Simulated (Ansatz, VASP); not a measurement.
ReBiH4 in VASP and in Ansatz

```
Re Bi H
1.0
     0.00000    3.20005    3.20005
     3.20005    0.00000    3.20005
     3.20005    3.20005    0.00000
Re Bi H
1 1 4
Cartesian
  4.8001 4.8001 4.8001
  0.0000 0.0000 0.0000
  4.0001 2.4000 4.0001
  4.0001 4.0001 2.4000
  2.4000 2.4000 2.4000
  2.4000 4.0001 4.0001
```

Alike in both runs: task relaxation of cell and atoms; functional PBE; k mesh 6 × 6 × 6; occupations gaussian, width 0.1 eV; no spin polarisation.

```csv
,VASP,Ansatz
version,VASP 6.6.1,Ansatz 0.2.0
potentials or method,"VASP PAW PBE potentials, release 64 (Re, Bi_d, H), cutoff 600 eV","scalar-relativistic, plane waves, PAW"
valence electrons in the cell,26,34
```

```csv
,VASP,Ansatz,Ansatz less VASP
"gap on the k mesh at the Fermi level, each at its own relaxed structure (eV)",none,none,-
relaxed volume (Å³/atom),10.26,10.27,+0.007
relaxed cell length with the largest relative difference (Å),4.432,4.433,+0.0010
```

A gap of «none» marks a metal or a gap that the smearing closes. VASP's potentials hold 26 valence electrons a cell and Ansatz's 34, so a difference there can come from the potentials and not from the codes.

Neither program's run includes spin-orbit coupling.
